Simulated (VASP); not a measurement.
# ZrB2 (P6/mmm) in VASP: a series of runs

The runs below take ZrB2 through single point, with r2SCAN.

Everything below comes from runs of VASP 6.6.1. Logs are shortened: lines on timing, memory, paths and dates and some standing lists are left out, and cuts for length are marked.

## Step 1: The cell of the first run

It takes space group P6/mmm (No. 191, hexagonal). Conventional cell: a = 3.170 Å, b = 3.170 Å, c = 3.533 Å, α = 90.00°, β = 90.00°, γ = 120.00°. Zr (site symmetry 6/mmm) has 12 B at 2.54 Å and 6 Zr at 3.17 Å within 3.4 Å. B (site symmetry -6m2) has 3 B at 1.83 Å within 2.4 Å.

## Step 2: Single point, r2SCAN

Input file POSCAR:

```
ZrB2
1.0
    3.1700000000      0.0000000000      0.0000000000
   -1.5850000000      2.7453005300      0.0000000000
    0.0000000000      0.0000000000      3.5330000000
Zr B
1 2
Direct
    0.0000000000      0.0000000000      0.0000000000
    0.3333330000      0.6666670000      0.5000000000
    0.6666670000      0.3333330000      0.5000000000
```

Input file INCAR.step1:

```
SYSTEM = ZrB2
  PREC = Accurate
  ENCUT = 520
  ISMEAR = 1
  SIGMA = 0.1
  LREAL = .FALSE.
  LASPH = .TRUE.
  NELM = 60
  NBANDS = 16
  GGA = PE
  ALGO = Normal
  EDIFF = 1E-4
  LWAVE = .TRUE.
  LCHARG = .FALSE.
```

Input file INCAR.step2:

```
SYSTEM = ZrB2
  PREC = Accurate
  ENCUT = 520
  EDIFF = 1E-6
  ISMEAR = 1
  SIGMA = 0.1
  LREAL = .FALSE.
  LASPH = .TRUE.
  NELM = 60
  ALGO = Normal
  ISIF = 2
  LWAVE = .FALSE.
  LCHARG = .FALSE.
  METAGGA = R2SCAN
  LMIXTAU = .TRUE.
  NBANDS = 16
  ISTART = 1
```

Input file KPOINTS:

```
Automatic mesh
0
G
  3 3 2
  0 0 0
```

Potentials or basis: VASP PAW PBE potentials, release 64 (Zr_sv, B).

Started as:

```console
cat potpaw_PBE.64/Zr_sv/POTCAR potpaw_PBE.64/B/POTCAR > POTCAR
cp INCAR.step1 INCAR
mpirun -np 1 vasp_std > vasp.out
cp INCAR.step2 INCAR
mpirun -np 1 vasp_std > vasp.out
```

OUTCAR:

```text
SYSTEM = ZrB2
   PREC = Accurate
   ENCUT = 520
   EDIFF = 1E-6
   ISMEAR = 1
   LREAL = .FALSE.
   LASPH = .TRUE.
   NELM = 60
   ISIF = 2
   METAGGA = R2SCAN
   ISTART = 1

 ion  position               nearest neighbor table
   1  0.000  0.000  0.000-   2 2.54   3 2.54   2 2.54   3 2.54   3 2.54   3 2.54   2 2.54   2 2.54
                             3 2.54   3 2.54   2 2.54   2 2.54
   2  0.333  0.667  0.500-   3 1.83   3 1.83   3 1.83   1 2.54   1 2.54   1 2.54   1 2.54   1 2.54
                             1 2.54
   3  0.667  0.333  0.500-   2 1.83   2 1.83   2 1.83   1 2.54   1 2.54   1 2.54   1 2.54   1 2.54
                             1 2.54

  LATTYP: Found a hexagonal cell.
 ALAT       =     3.1700000000
 C/A-ratio  =     1.1145110410

  Lattice vectors:

 A1 = (   3.1700000000,   0.0000000000,   0.0000000000)
 A2 = (  -1.5850000000,   2.7453005300,   0.0000000000)
 A3 = (   0.0000000000,   0.0000000000,   3.5330000000)

Analysis of symmetry for initial positions (statically):
=====================================================================
 Subroutine PRICEL returns:
 Original cell was already a primitive cell.

 Routine SETGRP: Setting up the symmetry group for a
 hexagonal supercell.

 Subroutine GETGRP returns: Found 24 space group operations
 (whereof 24 operations were pure point group operations)
 out of a pool of 24 trial point group operations.

The static configuration has the point symmetry D_6h.

Analysis of symmetry for dynamics (positions and initial velocities):
=====================================================================
 Subroutine PRICEL returns:
 Original cell was already a primitive cell.

 Routine SETGRP: Setting up the symmetry group for a
 hexagonal supercell.

 Subroutine GETGRP returns: Found 24 space group operations
 (whereof 24 operations were pure point group operations)
 out of a pool of 24 trial point group operations.

The dynamic configuration has the point symmetry D_6h.

 Subroutine INISYM returns: Found 24 space group operations
 (whereof 24 operations are pure point group operations),
 and found     1 'primitive' translations

----------------------------------------------------------------------------------------

                                     Primitive cell

  volume of cell :      30.7463

  direct lattice vectors                    reciprocal lattice vectors
     3.170000000  0.000000000  0.000000000     0.315457413  0.182129422  0.000000000
    -1.585000000  2.745300530  0.000000000     0.000000000  0.364258845  0.000000000
     0.000000000  0.000000000  3.533000000     0.000000000  0.000000000  0.283045570

  length of vectors
     3.170000000  3.170000000  3.533000000     0.364258845  0.364258845  0.283045570

  position of ions in fractional coordinates (direct lattice)
     0.000000000  0.000000000  0.000000000
     0.333333000  0.666667000  0.500000000
     0.666667000  0.333333000  0.500000000

  ion indices of the primitive-cell ions
   primitive index   ion index
                 1           1
                 2           2
                 3           3

----------------------------------------------------------------------------------------

 KPOINTS: Automatic mesh

Automatic generation of k-mesh.
 Grid dimensions read from file:
 generate k-points for:    3    3    2

 Generating k-lattice:

  Cartesian coordinates                     Fractional coordinates (reciprocal lattice)
     0.105152471  0.060709807  0.000000000     0.333333333  0.000000000  0.000000000
     0.000000000  0.121419615  0.000000000     0.000000000  0.333333333  0.000000000
     0.000000000  0.000000000  0.141522785     0.000000000  0.000000000  0.500000000

  Length of vectors
     0.121419615  0.121419615  0.141522785

  Shift w.r.t. Gamma in fractional coordinates (k-lattice)
     0.000000000  0.000000000  0.000000000

 Subroutine IBZKPT returns following result:
 ===========================================

 Found      6 irreducible k-points:

 Following reciprocal coordinates:
            Coordinates               Weight
  0.000000  0.000000  0.000000      1.000000
  0.333333 -0.000000  0.000000      6.000000
  0.333333  0.333333  0.000000      2.000000
  0.000000  0.000000  0.500000      1.000000
  0.333333 -0.000000  0.500000      6.000000
  0.333333  0.333333  0.500000      2.000000
   k-points           NKPTS =      6   k-points in BZ     NKDIM =      6   number of bands    NBANDS=     16
   number of dos      NEDOS =    301   number of ions     NIONS =      3
   total plane-waves  NPLWV =  16128
   dimension x,y,z NGX =    24 NGY =   24 NGZ =   28
   dimension x,y,z NGXF=    48 NGYF=   48 NGZF=   56
   ions per type =               1   2
   NGX,Y,Z   is equivalent  to a cutoff of  12.59, 12.59, 13.18 a.u.
   NGXF,Y,Z  is equivalent  to a cutoff of  25.17, 25.17, 26.35 a.u.
 SYSTEM =  ZrB2
   PREC   = accura    normal or accurate (medium, high low for compatibility)
   ISTART =      1    job   : 0-new  1-cont  2-samecut
   ICHARG =      0    charge: 1-file 2-atom 10-const
   ISPIN  =      1    spin polarized calculation?
   LNONCOLLINEAR =      F non collinear calculations
   LSORBIT =      F    spin-orbit coupling
   LASPH  =      T    aspherical Exc in radial PAW
   ENCUT  =  520.0 eV  38.22 Ry    6.18 a.u.   5.89  5.89  6.57*2*pi/ulx,y,z
   NELM   =     60;   NELMIN=  2; NELMDL=  0     # of ELM steps
   EDIFF  = 0.1E-05   stopping-criterion for ELM
   LREAL  =      F    real-space projection
   EDIFFG = 0.1E-04   stopping-criterion for IOM
   NSW    =      0    number of steps for IOM
   IBRION =     -1    ionic relax: 0-MD 1-quasi-New 2-CG
   NFREE  =      0    steps in history (QN), initial steepest desc. (CG)
   ISIF   =      2    stress and relaxation
   ISYM   =      2    0-nonsym 1-usesym 2-fastsym
   POTIM  = 0.5000    time-step for ionic-motion
   TEBEG  =    0.0;   TEEND  =   0.0 temperature during run
   PSTRESS=    0.0 pullay stress
   NELECT =      18.0000    total number of electrons
   NUPDOWN=      -1.0000    fix difference up-down
   EMIN   =  10.00;   EMAX   =-10.00  energy-range for DOS
   EFERMI =   0.00;   METHOD = LEGACY
   ISMEAR =     1;   SIGMA  =   0.10  broadening in eV -4-tet -1-fermi 0-gaus
   EFERMI_NEDOS =   21; number of points for ismear=-14 and -15
   IALGO  =     38    algorithm
   IMIX   =      4    mixing-type and parameters
     AMIX     =   0.40;   BMIX     =  1.00
     AMIX_MAG =   1.60;   BMIX_MAG =  1.00
  volume/ion in A,a.u.               =      10.25        69.16
  Fermi-wavevector in a.u.,A,eV,Ry     =   1.369519  2.588016 25.518847  1.875582
  Thomas-Fermi vector in A             =   2.495387
   LORBIT       =      0    0 simple, 1 ext, 2 COOP (PROOUT), +10 PAW based schemes
   METAGGA = R2SCAN    functional components
   LHFCALC =     F    Hartree Fock is set to
   AEXX    =    0.0000 exact exchange contribution
   IVDW    =     0    specifies the selected vdW correction
   LEPSILON=     F    determine dielectric tensor
   LRPA    =     F    only Hartree local field effects (RPA)
 non-spin polarized calculation
 Methfessel and Paxton  Order N= 1 SIGMA  =   0.10
  energy-cutoff  :      520.00
  volume of cell :       30.75
 maximum number of plane-waves:       840
 NGX is ok and might be reduce to    24
   NGX = 11   NGY = 11   NGZ = 13

 number of electron      18.0000000 magnetization

 Free energy of the ion-electron system (eV)
  ---------------------------------------------------
  ext. energy  EPLUGINS =         0.00000000
  ---------------------------------------------------
  free energy    TOTEN  =       -40.68297470 eV

  energy without entropy =      -40.67984164  energy(sigma->0) =      -40.68193034

 E-fermi :  11.0244     XC(G=0): -13.3619

 val. band max:       11.0244056692   @ k =   0.0000   0.0000   0.5000
 cond. band min:      11.0244469594   @ k =   0.0000   0.0000   0.5000
 fundamental gap:      0.0000412902
 Fermi energy:        11.0244283768

 k-point     1 :       0.0000    0.0000    0.0000
  band No.  band energies     occupation
      1     -39.9141      2.00000
      2     -17.3347      2.00000
      3     -16.8618      2.00000
      4     -16.8618      2.00000
      5      -2.8726      2.00000
      6       7.9125      2.00000
      7       7.9192      2.00000
      8       7.9193      2.00000
      9       8.0974      2.00000
     10      14.1703      0.00000
     11      14.1703      0.00000
     12      15.0501      0.00000
     13      15.0501      0.00000
     14      15.6054      0.00000
     15      16.1530      0.00000
     16      16.1531      0.00000

 k-point     2 :       0.3333   -0.0000    0.0000
  band No.  band energies     occupation
      1     -39.8212      2.00000
      2     -17.6080      2.00000
      3     -17.1963      2.00000
      4     -17.0273      2.00000
      5      -0.7729      2.00000
      6       3.8647      2.00000
      7       6.8039      2.00000
      8       7.6915      2.00000
      9       8.2937      2.00000
     10      13.2689      0.00000
     11      13.5615      0.00000
     12      13.7585      0.00000
     13      14.7302      0.00000
     14      17.3600      0.00000
     15      19.3331      0.00000
     16      21.0325      0.00000

 k-point     3 :       0.3333    0.3333    0.0000
  band No.  band energies     occupation
      1     -39.7741      2.00000
      2     -17.5452      2.00000
      3     -17.5452      2.00000
      4     -17.1260      2.00000
      5       2.3295      2.00000
      6       2.3295      2.00000
      7       3.5213      2.00000
      8       8.0321      2.00000
      9       8.0321      2.00000
     10      12.1797     -0.00000
     11      12.1797     -0.00000
     12      13.9805      0.00000
     13      19.5936      0.00000
     14      19.5936      0.00000
     15      22.8168      0.00000
     16      22.8169      0.00000

 k-point     4 :       0.0000    0.0000    0.5000
  band No.  band energies     occupation
      1     -39.8940      2.00000
      2     -17.7090      2.00000
      3     -16.8353      2.00000
      4     -16.8352      2.00000
      5      -0.7760      2.00000
      6       3.1993      2.00000
      7       9.7675      2.00000
      8       9.7675      2.00000
      9      11.0244      1.00038
     10      11.0244      0.99969
     11      11.3529     -0.00003
     12      11.3529     -0.00003
     13      12.6090     -0.00000
     14      15.9256      0.00000
     15      18.2022      0.00000
     16      22.0837      0.00000

 k-point     5 :       0.3333   -0.0000    0.5000
  band No.  band energies     occupation
      1     -39.8025      2.00000
      2     -17.5478      2.00000
      3     -17.5127      2.00000
      4     -16.9911      2.00000
      5      -0.2566      2.00000
      6       4.4522      2.00000
      7       5.6607      2.00000
      8       6.3828      2.00000
      9       8.3059      2.00000
     10      14.0365      0.00000
     11      14.0957      0.00000
     12      14.2512      0.00000
     13      16.3447      0.00000
     14      18.4230      0.00000
     15      19.5236      0.00000
     16      23.0709      0.00000

 k-point     6 :       0.3333    0.3333    0.5000
  band No.  band energies     occupation
      1     -39.7561      2.00000
      2     -17.4869      2.00000
      3     -17.4868      2.00000
      4     -17.4120      2.00000
      5       1.3661      2.00000
      6       1.3662      2.00000
      7       5.5376      2.00000
      8       7.6705      2.00000
      9       7.6705      2.00000
     10      14.9088      0.00000
     11      16.8930      0.00000
     12      16.8930      0.00000
     13      17.4253      0.00000
     14      17.4253      0.00000
     15      17.7875      0.00000
     16      20.5893      0.00000

------------------------ aborting loop because EDIFF is reached ----------------------------------------

  FORCE on cell =-STRESS in cart. coord.  units (eV):
  Direction    XX          YY          ZZ          XY          YZ          ZX
  --------------------------------------------------------------------------------------
  -------------------------------------------------------------------------------------
  Total        0.3241452      0.3241452     -0.5780731      0.0000000      0.0000000      0.0000000
  in kB       16.8910799     16.8910799    -30.1231593      0.0000000      0.0000000      0.0000000
  external PRESSURE =       1.2196669 kB  Pullay stress =       0.0000000 kB

 VOLUME and BASIS-vectors are now :
 -----------------------------------------------------------------------------
  energy-cutoff  :      520.00
  volume of cell :       30.75
      direct lattice vectors                 reciprocal lattice vectors
     3.170000000  0.000000000  0.000000000     0.315457413  0.182129422  0.000000000
    -1.585000000  2.745300530  0.000000000     0.000000000  0.364258845  0.000000000
     0.000000000  0.000000000  3.533000000     0.000000000  0.000000000  0.283045570

 POSITION                                       TOTAL-FORCE (eV/Angst)
 -----------------------------------------------------------------------------------
      0.00000      0.00000      0.00000         0.000000      0.000000      0.000000
     -0.00000      1.83020      1.76650         0.000000     -0.000000      0.000000
      1.58500      0.91510      1.76650        -0.000000      0.000000      0.000000
 -----------------------------------------------------------------------------------
    total drift:                                0.000000      0.000000      0.000000

  FREE ENERGIE OF THE ION-ELECTRON SYSTEM (eV)
  ---------------------------------------------------
  free  energy   TOTEN  =       -40.6829746957 eV

  energy  without entropy=      -40.6798416429  energy(sigma->0) =      -40.68193034
```

Wall time 26 s (1 thread of Intel Xeon Platinum 8488C (Sapphire Rapids), shared host); peak memory 0.14 GiB.

Results:

- Free energy: -40.6830 eV
- Pressure: 0.1 GPa
- Band gap on the k mesh: zero (filled and empty bands touch)

Levels at points of the mesh, in eV from the Fermi level:
| k point | band 5 | band 6 | band 7 | band 8 | band 9 | band 10 | band 11 | band 12 | band 13 | band 14 |
| --- | --- | --- | --- | --- | --- | --- | --- | --- | --- | --- |
| (0.00, 0.00, 0.00) | -13.90 | -3.11 | -3.11 | -3.11 | -2.93 | 3.15 | 3.15 | 4.03 | 4.03 | 4.58 |
| (0.00, 0.00, 0.50) | -11.80 | -7.83 | -1.26 | -1.26 | 0.00 | 0.00 | 0.33 | 0.33 | 1.58 | 4.90 |

Caveat: the k points lie up to 0.89 Å⁻¹ apart; the PAW data sets were made with another functional, which shifts forces and pressure a little.

## Step 3: Single point, r2SCAN

POSCAR is that of step 2.

Input file INCAR.step1:

```
ALGO     = Normal         # electronic algorithm
EDIFF    = 1E-4           # SCF threshold, eV
ENCUT    = 520            # plane-wave cutoff, eV
GGA      = PE             # functional
ISMEAR   = 1              # smearing method
LASPH    = T              # aspherical terms in the spheres
LCHARG   = F              # write CHGCAR
LREAL    = F              # projectors in reciprocal space
LWAVE    = T              # write WAVECAR
NBANDS   = 16             # bands
NELM     = 100            # most SCF steps
PREC     = Accurate       # precision mode
SIGMA    = 0.1            # smearing width, eV
```

Input file INCAR.step2:

```
ALGO     = Normal         # electronic algorithm
EDIFF    = 1E-6           # SCF threshold, eV
ENCUT    = 520            # plane-wave cutoff, eV
ISIF     = 2              # what is computed and relaxed
ISMEAR   = 1              # smearing method
ISTART   = 1            
LASPH    = T              # aspherical terms in the spheres
LCHARG   = F              # write CHGCAR
LMIXTAU  = T            
LREAL    = F              # projectors in reciprocal space
LWAVE    = F              # write WAVECAR
METAGGA  = R2SCAN         # meta-GGA
NBANDS   = 16             # bands
NELM     = 100            # most SCF steps
PREC     = Accurate       # precision mode
SIGMA    = 0.1            # smearing width, eV
```

Input file KPOINTS:

```
k-points
0
Gamma
  4 4 3
```

Potentials or basis: VASP PAW PBE potentials, release 64 (Zr_sv, B).

Started as:

```console
cat potpaw_PBE.64/Zr_sv/POTCAR potpaw_PBE.64/B/POTCAR > POTCAR
cp INCAR.step1 INCAR
mpirun -np 1 vasp_std > vasp.out
cp INCAR.step2 INCAR
mpirun -np 1 vasp_std > vasp.out
```

It took 20 s on 1 thread of Intel Xeon Platinum 8488C (Sapphire Rapids), shared host; peak memory 0.14 GiB.

Results (log left out):

| Item | Value |
| --- | --- |
| Free energy | -40.5875 eV |
| Pressure | 1.0 GPa |
| Band gap on the k mesh | zero (band 9 reaches 11.45 eV, above the bottom of band 10 at 11.13 eV) |

Stress tensor (GPa, compression positive):
```
0.43 0.00 0.00
0.00 0.43 0.00
0.00 0.00 2.29
```

Levels at points of the mesh, in eV from the Fermi level:
| k point | band 7 | band 8 | band 9 | band 10 | band 11 | band 12 |
| --- | --- | --- | --- | --- | --- | --- |
| (0.00, 0.00, 0.00) | -3.24 | -3.12 | -3.06 | 3.12 | 3.12 | 3.98 |
| (0.50, 0.00, 0.00) | -4.61 | -3.74 | -3.25 | 1.84 | 1.95 | 4.66 |

Caveat: the k points lie up to 0.59 Å⁻¹ apart; the PAW data sets were made with another functional, which shifts forces and pressure a little.

## Step 4: Single point, r2SCAN

POSCAR is that of step 3.

Input file INCAR.step1:

```
SYSTEM = ZrB2
PREC = Accurate ; ENCUT = 520
ISMEAR = 1 ; SIGMA = 0.1
LREAL = .False. ; LASPH = .True.
NELM = 60 ; NBANDS = 16
GGA = PE ; ALGO = Normal
EDIFF = 1E-4 ; LWAVE = .True.
LCHARG = .False.
```

Input file INCAR.step2:

```
SYSTEM = ZrB2
PREC = Accurate ; ENCUT = 520
EDIFF = 1E-6 ; ISMEAR = 1
SIGMA = 0.1 ; LREAL = .False.
LASPH = .True. ; NELM = 60
ALGO = Normal ; ISIF = 2
LWAVE = .False. ; LCHARG = .True.
METAGGA = R2SCAN ; LMIXTAU = .True.
LELF = .True. ; LVHAR = .True.
NBANDS = 16 ; ISTART = 1
```

Input file KPOINTS:

```
Automatic mesh
0
Gamma
  5 5 4
  0 0 0
```

Started as:

```console
cat potpaw_PBE.64/Zr_sv/POTCAR potpaw_PBE.64/B/POTCAR > POTCAR
cp INCAR.step1 INCAR
mpirun -np 1 vasp_std > vasp.out
cp INCAR.step2 INCAR
mpirun -np 1 vasp_std > vasp.out
```

It took 30 s on 1 thread of Intel Xeon Platinum 8488C (Sapphire Rapids), shared host; peak memory 0.15 GiB.

The run converged. Its results:

```yaml
Free_energy: -40.6070 eV
Pressure: 1.0 GPa
Band_gap_on_the_k_mesh: zero (band 9 reaches 11.00 eV, above the bottom of band 10 at 10.40 eV)
```

Stress tensor (GPa, compression positive):
```
1.08 0.00 0.00
0.00 1.08 0.00
0.00 0.00 0.98
```

Levels at points of the mesh, in eV from the Fermi level:
| k point | band 5 | band 6 | band 7 | band 8 | band 9 | band 10 | band 11 | band 12 | band 13 | band 14 |
| --- | --- | --- | --- | --- | --- | --- | --- | --- | --- | --- |
| (0.00, 0.00, 0.00) | -13.40 | -2.54 | -2.54 | -2.43 | -2.37 | 3.85 | 3.85 | 4.68 | 4.68 | 5.17 |
| (0.00, 0.00, 0.50) | -11.32 | -7.18 | -0.81 | -0.81 | 0.59 | 0.59 | 1.10 | 1.10 | 2.23 | 5.51 |

Caveat: the k points lie up to 0.46 Å⁻¹ apart; the PAW data sets were made with another functional, which shifts forces and pressure a little.

## Step 5: Summary

| k mesh | gap on the mesh (eV) | pressure (GPa) |
| --- | --- | --- |
| 3 × 3 × 2 | none | 0.1 |
| 4 × 4 × 3 | none | 1.0 |
| 5 × 5 × 4 | none | 1.0 |

Alike in all rows: task single point; level r2SCAN; potentials or basis VASP PAW PBE potentials, release 64 (Zr_sv, B); no spin polarisation; cell as given; cutoff (eV) 520; smearing methfessel-paxton 0.1 eV.

Caveats: all runs use coarse meshes; the PAW data sets were made with another functional, which shifts forces and pressure a little.

Total energies depend on the potentials used, so only differences within one code and one set of settings carry meaning.
